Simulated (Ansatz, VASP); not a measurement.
## Ge: VASP beside Ansatz

INCAR

```
SYSTEM = Ge
PREC = Accurate
ENCUT = 520
EDIFF = 1E-6
ISMEAR = 0
SIGMA = 0.15
LREAL = .False.
LASPH = .True.
NELM = 100
ALGO = Normal
ISIF = 2
LWAVE = .False.
LCHARG = .True.
GGA = PS
LELF = .True.
LVHAR = .True.
NBANDS = 21
```

Contents of KPOINTS:

```
regular mesh
0
Gamma
  24 24 24
  0 0 0
```

The input POSCAR:

```
Ge
1.0
   -2.6911633923      2.6911633923      1.4664953867
    2.6911633923     -2.6911633923      1.4664953867
    2.6911633923      2.6911633923     -1.4664953867
Ge
2
Direct
    0.2500000000      0.7500000000      0.5000000000
    0.5000000000      0.5000000000      0.0000000000
```

Input for Ansatz:

```yaml
crystal:
  lattice:
    - [-2.6911633923, 2.6911633923, 1.4664953867]
    - [2.6911633923, -2.6911633923, 1.4664953867]
    - [2.6911633923, 2.6911633923, -1.4664953867]
  atoms:
    - { symbol: Ge, position: [0.25, 0.75, 0.5] }
    - { symbol: Ge, position: [0.5, 0.5, 0.0] }
basis:
  ecutwfc: 420
kpoints:
  mp_grid: { grid: [24, 24, 24] }
hamiltonian:
  xc: pbesol
scf:
  occupations: { method: gaussian, width: 0.15 }
output:
  forces: true
  stress: true
  eigenvalues: true
```

Change from the starting cell: strain +0.050 along x and y, +0.050 along z, atoms carried along.

Alike in both runs: task single point; functional PBEsol; k mesh 24 × 24 × 24; occupations gaussian, width 0.15 eV; no spin polarisation.

|  | VASP | Ansatz |
| --- | --- | --- |
| version | VASP 6.6.1 | Ansatz 0.2.0 |
| potentials or method | VASP PAW PBE potentials, release 64 (Ge_d), cutoff 520 eV | scalar-relativistic, plane waves, PAW |
| valence electrons in the cell | 28 | 28 |

Ansatz gave:

* gap on the k mesh at the Fermi level (eV): none
* pressure (GPa): -8.3
* traceless stress, the component that is largest in VASP (GPa): 0.54

Task: What did VASP give for the same quantities?

Result: gap on the k mesh at the Fermi level (eV): none; pressure (GPa): -8.3; traceless stress, the component that is largest in VASP (GPa): 0.55.

VASP's potentials were made for PBE, not for PBEsol. A gap of «none» marks a metal or a gap that the smearing closes.
